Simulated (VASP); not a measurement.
# TaN (Fm-3m) in VASP: a series of runs

The runs below take TaN through single point, with r2SCAN+U, PBE, LDA.

Everything below comes from runs of VASP 6.6.1. Logs are shortened: lines on timing, memory, paths and dates and some standing lists are left out, and cuts for length are marked.

## 1. The cell of the first run

It takes space group Fm-3m (No. 225, cubic). The conventional cell has a = 4.423 Å, b = 4.423 Å, c = 4.423 Å, α = 90.00°, β = 90.00°, γ = 90.00°. Ta (site symmetry m-3m) has 6 N at 2.21 Å within 2.9 Å. N (site symmetry m-3m) has 6 Ta at 2.21 Å within 2.9 Å.

## 2. Single point, r2SCAN+U

POSCAR

```
TaN
1.0
    0.0000000000      2.2113230000      2.2113230000
    2.2113230000      0.0000000000      2.2113230000
    2.2113230000      2.2113230000      0.0000000000
Ta N
1 1
Direct
    0.5000000000      0.5000000000      0.5000000000
    0.0000000000      0.0000000000      0.0000000000
```

INCAR.step1

```
PREC = Accurate
ENCUT = 520
ISMEAR = -1
SIGMA = 0.05
LREAL = F
LASPH = T
NELM = 150
LMAXMIX = 4
LDAU = T
LDAUTYPE = 2
LDAUL = 2 -1
LDAUU = 8 0
LDAUJ = 0 0
NBANDS = 15
GGA = PE
ALGO = Normal
EDIFF = 1E-4
LWAVE = T
LCHARG = F
```

INCAR.step2

```
PREC = Accurate
ENCUT = 520
EDIFF = 1E-7
ISMEAR = -1
SIGMA = 0.05
LREAL = F
LASPH = T
NELM = 150
ALGO = Normal
ISIF = 2
LWAVE = F
LCHARG = F
LMAXMIX = 4
LDAU = T
LDAUTYPE = 2
LDAUL = 2 -1
LDAUU = 8 0
LDAUJ = 0 0
LDAUPRINT = 1
METAGGA = R2SCAN
LMIXTAU = T
NBANDS = 15
ISTART = 1
```

KPOINTS

```
Automatic mesh
0
Gamma
  10 10 10
```

Potentials or basis: VASP PAW PBE potentials, release 64 (Ta_pv, N).

Run with:

```console
> cat potpaw_PBE.64/Ta_pv/POTCAR potpaw_PBE.64/N/POTCAR > POTCAR
> cp INCAR.step1 INCAR
> mpirun -np 1 vasp_std > vasp.out
> cp INCAR.step2 INCAR
> mpirun -np 1 vasp_std > vasp.out
```

OUTCAR:

```text
PREC = Accurate
   ENCUT = 520
   EDIFF = 1E-7
   ISMEAR = -1
   LREAL = F
   LASPH = T
   NELM = 150
   ISIF = 2
   METAGGA = R2SCAN
   ISTART = 1

 ion  position               nearest neighbor table
   1  0.500  0.500  0.500-   2 2.21   2 2.21   2 2.21   2 2.21   2 2.21   2 2.21
   2  0.000  0.000  0.000-   1 2.21   1 2.21   1 2.21   1 2.21   1 2.21   1 2.21

  LATTYP: Found a face centered cubic cell.
 ALAT       =     4.4226460000

  Lattice vectors:

 A1 = (   0.0000000000,   2.2113230000,   2.2113230000)
 A2 = (   2.2113230000,   0.0000000000,   2.2113230000)
 A3 = (   2.2113230000,   2.2113230000,   0.0000000000)

Analysis of symmetry for initial positions (statically):
=====================================================================
 Subroutine PRICEL returns:
 Original cell was already a primitive cell.

 Routine SETGRP: Setting up the symmetry group for a
 face centered cubic supercell.

 Subroutine GETGRP returns: Found 48 space group operations
 (whereof 48 operations were pure point group operations)
 out of a pool of 48 trial point group operations.

The static configuration has the point symmetry O_h .

Analysis of symmetry for dynamics (positions and initial velocities):
=====================================================================
 Subroutine PRICEL returns:
 Original cell was already a primitive cell.

 Routine SETGRP: Setting up the symmetry group for a
 face centered cubic supercell.

 Subroutine GETGRP returns: Found 48 space group operations
 (whereof 48 operations were pure point group operations)
 out of a pool of 48 trial point group operations.

The dynamic configuration has the point symmetry O_h .

 Subroutine INISYM returns: Found 48 space group operations
 (whereof 48 operations are pure point group operations),
 and found     1 'primitive' translations

----------------------------------------------------------------------------------------

                                     Primitive cell

  volume of cell :      21.6265

  direct lattice vectors                    reciprocal lattice vectors
     0.000000000  2.211323000  2.211323000    -0.226108985  0.226108985  0.226108985
     2.211323000  0.000000000  2.211323000     0.226108985 -0.226108985  0.226108985
     2.211323000  2.211323000  0.000000000     0.226108985  0.226108985 -0.226108985

  length of vectors
     3.127282977  3.127282977  3.127282977     0.391632251  0.391632251  0.391632251

  position of ions in fractional coordinates (direct lattice)
     0.500000000  0.500000000  0.500000000
     0.000000000  0.000000000  0.000000000

  ion indices of the primitive-cell ions
   primitive index   ion index
                 1           1
                 2           2

----------------------------------------------------------------------------------------

 KPOINTS: Automatic mesh

Automatic generation of k-mesh.
 Grid dimensions read from file:
 generate k-points for:   10   10   10

 Generating k-lattice:

  Cartesian coordinates                     Fractional coordinates (reciprocal lattice)
    -0.022610899  0.022610899  0.022610899     0.100000000  0.000000000  0.000000000
     0.022610899 -0.022610899  0.022610899     0.000000000  0.100000000  0.000000000
     0.022610899  0.022610899 -0.022610899     0.000000000  0.000000000  0.100000000

  Length of vectors
     0.039163225  0.039163225  0.039163225

  Shift w.r.t. Gamma in fractional coordinates (k-lattice)
     0.000000000  0.000000000  0.000000000

 Subroutine IBZKPT returns following result:
 ===========================================

 Found     47 irreducible k-points:

 Following reciprocal coordinates:
            Coordinates               Weight
  0.000000  0.000000  0.000000      1.000000
  0.100000  0.000000  0.000000      8.000000
  0.200000  0.000000  0.000000      8.000000
  0.300000  0.000000  0.000000      8.000000
  0.400000  0.000000  0.000000      8.000000
  0.500000  0.000000  0.000000      4.000000
[... 16 lines left out ...]
  0.300000  0.300000  0.000000      6.000000
  0.400000  0.300000  0.000000     24.000000
 [... further k-points ...]
   k-points           NKPTS =     47   k-points in BZ     NKDIM =     47   number of bands    NBANDS=     15
   number of dos      NEDOS =    301   number of ions     NIONS =      2
   total plane-waves  NPLWV =  13824
   dimension x,y,z NGX =    24 NGY =   24 NGZ =   24
   dimension x,y,z NGXF=    48 NGYF=   48 NGZF=   48
   ions per type =               1   1
   NGX,Y,Z   is equivalent  to a cutoff of  12.76, 12.76, 12.76 a.u.
   NGXF,Y,Z  is equivalent  to a cutoff of  25.52, 25.52, 25.52 a.u.
 SYSTEM =  unknown system
   PREC   = accura    normal or accurate (medium, high low for compatibility)
   ISTART =      1    job   : 0-new  1-cont  2-samecut
   ICHARG =      0    charge: 1-file 2-atom 10-const
   ISPIN  =      1    spin polarized calculation?
   LNONCOLLINEAR =      F non collinear calculations
[... 71 lines left out ...]
  o =  0.2512  v =  0.0000  0.0000  0.0000  0.0000  0.0000  1.0000  0.0000  0.0000  0.0000  0.0000      0.0000  0.0000  0.0000  0.0000  0.0000  0.0000  0.0000  0.0000  0.0000  0.0000
  o =  0.2512  v =  1.0000  0.0000  0.0000  0.0000  0.0000  0.0000  0.0000  0.0000  0.0000  0.0000      0.0000  0.0000  0.0000  0.0000  0.0000  0.0000  0.0000  0.0000  0.0000  0.0000
  o =  0.2512  v =  0.0000  0.0000  0.0000  0.0000  0.0000  0.0000 -0.9148  0.0000 -0.4039 -0.0000      0.0000  0.0000  0.0000  0.0000  0.0000  0.0000  0.0000  0.0000  0.0000  0.0000
  o =  0.2512  v =  0.0000 -0.9148  0.0000 -0.4039 -0.0000  0.0000  0.0000  0.0000  0.0000  0.0000      0.0000  0.0000  0.0000  0.0000  0.0000  0.0000  0.0000  0.0000  0.0000  0.0000
  o =  0.2512  v =  0.0000  0.4039  0.0000 -0.9148  0.0000  0.0000  0.0000  0.0000  0.0000  0.0000      0.0000  0.0000  0.0000  0.0000  0.0000  0.0000  0.0000  0.0000  0.0000  0.0000
  o =  0.2512  v =  0.0000  0.0000  0.0000  0.0000  0.0000  0.0000  0.4039  0.0000 -0.9148  0.0000      0.0000  0.0000  0.0000  0.0000  0.0000  0.0000  0.0000  0.0000  0.0000  0.0000

 number of electron      16.0000003 magnetization

 Free energy of the ion-electron system (eV)
  ---------------------------------------------------
  ext. energy  EPLUGINS =         0.00000000
  ---------------------------------------------------
  free energy    TOTEN  =       -52.53308461 eV

  energy without entropy =      -52.52898922  energy(sigma->0) =      -52.53103692

 E-fermi :  10.4637     XC(G=0): -14.4196

 val. band max:       10.2947978888   @ k =  -0.3000   0.4000   0.2000
 cond. band min:      10.4986139449   @ k =  -0.3000   0.3000   0.1000
 fundamental gap:      0.2038160561
 Fermi energy:        10.4636611946

 k-point     1 :       0.0000    0.0000    0.0000
  band No.  band energies     occupation
      1     -28.4816      2.00000
      2     -28.4816      2.00000
      3     -28.4816      2.00000
      4     -10.1016      2.00000
      5       5.8214      2.00000
      6       5.8214      2.00000
      7       5.8214      2.00000
      8       8.4996      2.00000
      9       8.4996      2.00000
     10       8.4996      2.00000
     11      11.1595      0.00000
     12      11.4550      0.00000
     13      11.4550      0.00000
     14      17.7432      0.00000
     15      19.2566      0.00000

 k-point     2 :       0.1000    0.0000    0.0000
  band No.  band energies     occupation
      1     -28.5604      2.00000
      2     -28.4889      2.00000
      3     -28.4889      2.00000
      4      -9.8657      2.00000
      5       4.7635      2.00000
      6       5.2805      2.00000
      7       5.2805      2.00000
      8       8.7739      2.00000
      9       8.8488      2.00000
     10       8.8488      2.00000
     11      11.9329      0.00000
     12      12.1907      0.00000
     13      12.1907      0.00000
     14      17.7429      0.00000
     15      20.0434      0.00000
[... 365 lines left out ...]
      3     -28.6506      2.00000
      4      -8.5254      2.00000
      5       1.5229      2.00000
      6       4.7407      2.00000
      7       4.7407      2.00000
      8       5.8372      2.00000
      9      12.7453      0.00000
     10      13.0682      0.00000
     11      13.0682      0.00000
     12      13.2744      0.00000
     13      17.7356      0.00000
     14      19.0026      0.00000
     15      22.9735      0.00000

 k-point    24 :       0.4000    0.3000    0.0000
  band No.  band energies     occupation
      1     -29.0325      2.00000
      2     -28.7008      2.00000
      3     -28.6777      2.00000
      4      -8.3043      2.00000
      5       1.5900      2.00000
      6       3.9199      2.00000
      7       4.4955      2.00000
      8       6.3278      2.00000
      9      13.4421      0.00000
     10      13.6038      0.00000
     11      13.7833      0.00000
     12      14.2914      0.00000
     13      17.7267      0.00000
     14      19.1107      0.00000
     15      20.6058      0.00000

 [... further k-points ...]

------------------------ aborting loop because EDIFF is reached ----------------------------------------

  FORCE on cell =-STRESS in cart. coord.  units (eV):
  Direction    XX          YY          ZZ          XY          YZ          ZX
  --------------------------------------------------------------------------------------
  -------------------------------------------------------------------------------------
  Total        2.7657823      2.7657823      2.7657823      0.0000000      0.0000000      0.0000000
  in kB      204.9000319    204.9000319    204.9000319      0.0000000      0.0000000      0.0000000
  external PRESSURE =     204.9000319 kB  Pullay stress =       0.0000000 kB

 VOLUME and BASIS-vectors are now :
 -----------------------------------------------------------------------------
  energy-cutoff  :      520.00
  volume of cell :       21.63
      direct lattice vectors                 reciprocal lattice vectors
     0.000000000  2.211323000  2.211323000    -0.226108985  0.226108985  0.226108985
     2.211323000  0.000000000  2.211323000     0.226108985 -0.226108985  0.226108985
     2.211323000  2.211323000  0.000000000     0.226108985  0.226108985 -0.226108985

 POSITION                                       TOTAL-FORCE (eV/Angst)
 -----------------------------------------------------------------------------------
      2.21132      2.21132      2.21132        -0.000000     -0.000000      0.000000
      0.00000      0.00000      0.00000         0.000000      0.000000     -0.000000
 -----------------------------------------------------------------------------------
    total drift:                                0.000000     -0.000000     -0.000000

  FREE ENERGIE OF THE ION-ELECTRON SYSTEM (eV)
  ---------------------------------------------------
  free  energy   TOTEN  =       -52.5330846109 eV

  energy  without entropy=      -52.5289892239  energy(sigma->0) =      -52.53103692
```

Wall time 35 s (1 thread of Intel Xeon 6975P-C, shared host); peak memory 0.15 GiB.

What came out:

```yaml
Free_energy: -52.5331 eV
Pressure: 20.5 GPa
Band_gap_on_the_k_mesh: zero (band 8 reaches 12.47 eV, above the bottom of band 9 at 8.50 eV)
```

Eigenvalues of the final occupation matrices:
```tsv
site	spin	trace	eigenvalues
site 1 d	1	1.09	0.17 0.17 0.25 0.25 0.25
site 1 d	2	1.09	0.17 0.17 0.25 0.25 0.25
```

Caveat: the PAW data sets were made with another functional, which shifts forces and pressure a little; spin-orbit coupling is left out, which moves the levels of the heavy elements; U without spin polarisation on a metal has little footing.

## 3. Single point, PBE

INCAR

```
SYSTEM = TaN
PREC     = Accurate       ! precision mode
ENCUT    = 520            ! plane-wave cutoff, eV
EDIFF    = 1E-6           ! SCF threshold, eV
ISMEAR   = -1             ! smearing method
SIGMA    = 0.03           ! smearing width, eV
LREAL    = .False.        ! projectors in reciprocal space
LASPH    = .True.         ! aspherical terms in the spheres
NELM     = 100            ! most SCF steps
ALGO     = Normal         ! electronic algorithm
ISIF     = 2              ! what is computed and relaxed
LWAVE    = .False.        ! write WAVECAR
LCHARG   = .False.        ! write CHGCAR
GGA      = PE             ! functional
NBANDS   = 15             ! bands
```

KPOINTS

```
regular mesh
0
Gamma
  4 4 4
  0 0 0
```

POSCAR is that of step 2.

Potentials or basis: VASP PAW PBE potentials, release 64 (Ta_pv, N).

Run with:

```console
> cat potpaw_PBE.64/Ta_pv/POTCAR potpaw_PBE.64/N/POTCAR > POTCAR
> mpirun -np 1 vasp_std > vasp.out
```

Run time: 4.5 s. Hardware: 1 thread of AMD EPYC 7R13 (Zen 3), shared host; peak memory 0.11 GiB.

Results (log left out):

| Property | Result |
| --- | --- |
| Free energy | -21.7844 eV |
| Pressure | 0.6 GPa |
| Band gap on the k mesh | zero (band 8 reaches 11.24 eV, above the bottom of band 9 at 7.33 eV) |

Levels at points of the mesh, in eV from the Fermi level:
```
           k point  band 4  band 5  band 6  band 7  band 8  band 9  band 10  band 11  band 12  band 13
(0.00, 0.00, 0.00)  -18.58   -3.66   -3.66   -3.66   -1.82   -1.82    -1.82     0.30     0.30     1.55
(0.50, 0.00, 0.00)  -15.68  -10.06   -7.29   -7.29    2.09    2.09     2.14     3.98     7.55     7.55
(0.50, 0.50, 0.00)  -17.35   -6.45   -5.12   -4.47   -4.47    2.31     3.71     3.71     4.57     6.85
```

Caveat: the k points lie up to 0.62 Å⁻¹ apart; spin-orbit coupling is left out, which moves the levels of the heavy elements.

## 4. Single point, PBE

INCAR

```
  PREC = Accurate
  ENCUT = 520
  EDIFF = 1E-7
  ISMEAR = -1
  SIGMA = 0.06
  LREAL = F
  LASPH = T
  NELM = 80
  ALGO = Normal
  ISIF = 2
  LWAVE = F
  LCHARG = F
  GGA = PE
  NBANDS = 15
```

KPOINTS

```
regular mesh
0
Gamma
  6 6 6
```

POSCAR is that of step 3.

Run with:

```console
> cat potpaw_PBE.64/Ta_pv/POTCAR potpaw_PBE.64/N/POTCAR > POTCAR
> mpirun -np 1 vasp_std > vasp.out
```

Wall time 3.1 s (1 thread of Intel Xeon 6975P-C, shared host); peak memory 0.14 GiB.

The run converged. Its results:

```
Free energy            : -21.7743 eV
Pressure               : 0.1 GPa
Band gap on the k mesh : zero (band 8 reaches 11.20 eV, above the bottom of band 9 at 7.29 eV)
```

Levels at points of the mesh, in eV from the Fermi level:
| k point | band 4 | band 5 | band 6 | band 7 | band 8 | band 9 | band 10 | band 11 | band 12 | band 13 |
| --- | --- | --- | --- | --- | --- | --- | --- | --- | --- | --- |
| (0.00, 0.00, 0.00) | -18.74 | -3.79 | -3.79 | -3.79 | -2.09 | -2.09 | -2.09 | 0.03 | 0.03 | 1.35 |
| (0.50, 0.00, 0.00) | -15.82 | -10.26 | -7.48 | -7.48 | 1.82 | 1.82 | 1.91 | 3.74 | 7.33 | 7.33 |
| (0.50, 0.50, 0.00) | -17.49 | -6.63 | -5.38 | -4.61 | -4.61 | 2.03 | 3.41 | 3.41 | 4.33 | 6.59 |

Caveat: the k points lie up to 0.41 Å⁻¹ apart; spin-orbit coupling is left out, which moves the levels of the heavy elements.

## 5. Single point, LDA

This run uses another cell than the first one, of 10.27 Å³/atom, 0.950 times its volume.

INCAR

```
SYSTEM = TaN
ALGO     = Normal         ! electronic algorithm
EDIFF    = 1E-6           ! SCF threshold, eV
ENCUT    = 520            ! plane-wave cutoff, eV
ISIF     = 2              ! what is computed and relaxed
ISMEAR   = -1             ! smearing method
LASPH    = .True.         ! aspherical terms in the spheres
LCHARG   = .True.         ! write CHGCAR
LELF     = .True.         ! ELF
LREAL    = .False.        ! projectors in reciprocal space
LVHAR    = .True.       
LWAVE    = .False.        ! write WAVECAR
NBANDS   = 15             ! bands
NELM     = 60             ! most SCF steps
PREC     = Accurate       ! precision mode
SIGMA    = 0.05           ! smearing width, eV
```

KPOINTS

```
k-points
0
Gamma
  10 10 10
  0 0 0
```

POSCAR

```
TaN
1.0
    0.0000000000      2.1738469992      2.1738469992
    2.1738469992      0.0000000000      2.1738469992
    2.1738469992      2.1738469992      0.0000000000
Ta N
1 1
Direct
    0.5000000000      0.5000000000      0.5000000000
    0.0000000000      0.0000000000      0.0000000000
```

Potentials or basis: VASP PAW LDA potentials, release 64 (Ta_pv, N).

Run with:

```console
> cat potpaw_LDA.64/Ta_pv/POTCAR potpaw_LDA.64/N/POTCAR > POTCAR
> mpirun -np 1 vasp_std > vasp.out
```

It took 4.7 s on 1 thread of Intel Xeon 6975P-C, shared host; peak memory 0.14 GiB.

Results (log left out):

* Free energy: -24.1631 eV
* Pressure: 2.1 GPa
* Band gap on the k mesh: zero (band 8 reaches 11.78 eV, above the bottom of band 9 at 7.56 eV)

Levels at points of the mesh, in eV from the Fermi level:
| k point | band 5 | band 6 | band 7 | band 8 | band 9 | band 10 | band 11 | band 12 |
| --- | --- | --- | --- | --- | --- | --- | --- | --- |
| (0.00, 0.00, 0.00) | -3.88 | -3.88 | -3.88 | -2.26 | -2.26 | -2.26 | -0.02 | -0.02 |
| (0.50, 0.00, 0.00) | -10.64 | -7.84 | -7.84 | 1.96 | 1.96 | 2.08 | 4.04 | 7.85 |
| (0.50, 0.50, 0.00) | -6.62 | -5.74 | -4.66 | -4.66 | 2.13 | 3.70 | 3.70 | 4.97 |

Caveat: spin-orbit coupling is left out, which moves the levels of the heavy elements.

## 6. Summary

```csv
level,potentials or basis,U,cell,k mesh,smearing,gap on the mesh (eV),pressure (GPa)
r2SCAN+U,"VASP PAW PBE potentials, release 64 (Ta_pv, N)",Ta d U = 8.0 eV,"a = 3.127 Å, angles 60.0°, 2 atoms",10 × 10 × 10,fermi-dirac 0.05 eV,none,20.5
PBE,"VASP PAW PBE potentials, release 64 (Ta_pv, N)",-,"a = 3.127 Å, angles 60.0°, 2 atoms",4 × 4 × 4,fermi-dirac 0.03 eV,none,0.6
PBE,"VASP PAW PBE potentials, release 64 (Ta_pv, N)",-,"a = 3.127 Å, angles 60.0°, 2 atoms",6 × 6 × 6,fermi-dirac 0.06 eV,none,0.1
LDA,"VASP PAW LDA potentials, release 64 (Ta_pv, N)",-,"a = 3.074 Å, angles 60.0°, 2 atoms",10 × 10 × 10,fermi-dirac 0.05 eV,none,2.1
```

Alike in all rows: task single point; no spin polarisation; cutoff (eV) 520.

Caveats: some runs use coarse meshes; spin-orbit coupling is left out, which moves the levels of the heavy elements; the PAW data sets were made with another functional, which shifts forces and pressure a little (some runs); U without spin polarisation on a metal has little footing (some runs).

Absolute energies hang on the potentials; compare differences alone.
